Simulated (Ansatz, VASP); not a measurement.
# Two plane-wave programs on Fe

The input INCAR:

```
SYSTEM = Fe
PREC     = Accurate       ! precision mode
ENCUT    = 520            ! plane-wave cutoff, eV
EDIFF    = 1E-6           ! SCF threshold, eV
ISMEAR   = -1             ! smearing method
SIGMA    = 0.27211386245988 ! smearing width, eV
LREAL    = .FALSE.        ! projectors in reciprocal space
LASPH    = .TRUE.         ! aspherical terms in the spheres
NELM     = 150            ! most SCF steps
ALGO     = Normal         ! electronic algorithm
ISIF     = 2              ! what is computed and relaxed
LWAVE    = .FALSE.        ! write WAVECAR
LCHARG   = .FALSE.        ! write CHGCAR
LNONCOLLINEAR= .TRUE.         ! non-collinear magnetism
MAGMOM   = 0 0 2 0.347 0 1.97 ! initial moments
LORBIT   = 11             ! projections on sites
LMAXMIX  = 4              ! l up to which the mixer works
GGA      = PE             ! functional
NBANDS   = 28             ! bands
```

KPOINTS

```
Automatic mesh
0
G
  2 2 2
  0 0 0
```

POSCAR

```
Fe
1.0
    2.8660000000      0.0000000000      0.0000000000
    0.0000000000      2.8660000000      0.0000000000
    0.0000000000      0.0000000000      2.8660000000
Fe
2
Direct
   -0.0069783671      0.0000000000      0.0000000000
    0.5200000000      0.5000000000      0.5000000000
```

Input for Ansatz:

```yaml
crystal:
  atoms:
    - { position: [-0.006978367062, 0, 0], spin: 2, spin_axis: [0, 0, 1], symbol: Fe }
    - { position: [0.52, 0.5, 0.5], spin: 2, spin_axis: [0.1736481777, 0, 0.984807753], symbol: Fe }
  lattice:
    - [2.866, 0, 0]
    - [0, 2.866, 0]
    - [0, 0, 2.866]
hamiltonian:
  dispersion: none
  pseudopotentials: { kind: paw }
  xc: pbe
kpoints:
  mp_grid: { grid: [2, 2, 2], shift: [0, 0, 0] }
magnetization:
  noncollinear: true
output:
  forces: true
  stress: false
scf:
  occupations: { method: fermi_dirac, width: "0.27211386245988 eV" }
```

Alike in both runs: task single point; functional PBE; k mesh 2 × 2 × 2; non-collinear spin.

```csv
,VASP,Ansatz
version,VASP 6.6.1,Ansatz development build ahead of 0.2.0
potentials or method,"VASP PAW PBE potentials, release 64 (Fe)","PAW (an earlier, plane waves, scalar-relativistic"
plane-wave cutoff (eV),520,844
occupations,"fermi-dirac, width 0.272114 eV",fermi-dirac
```

|  | VASP | Ansatz | Ansatz less VASP |
| --- | --- | --- | --- |
| net moment per atom (μB) | 2.35 | 2.02 | -0.324 |
| size of the moment on the site where the two differ most (μB) | 2.26 | 2.23 | -0.029 |

The net moments are unlike, so the other rows may belong to different states. Site moments also hang on the region over which each program counts them. Ansatz's warnings: seeded moment not kept.

The k mesh is coarse, so the values compare programs but aren't converged.
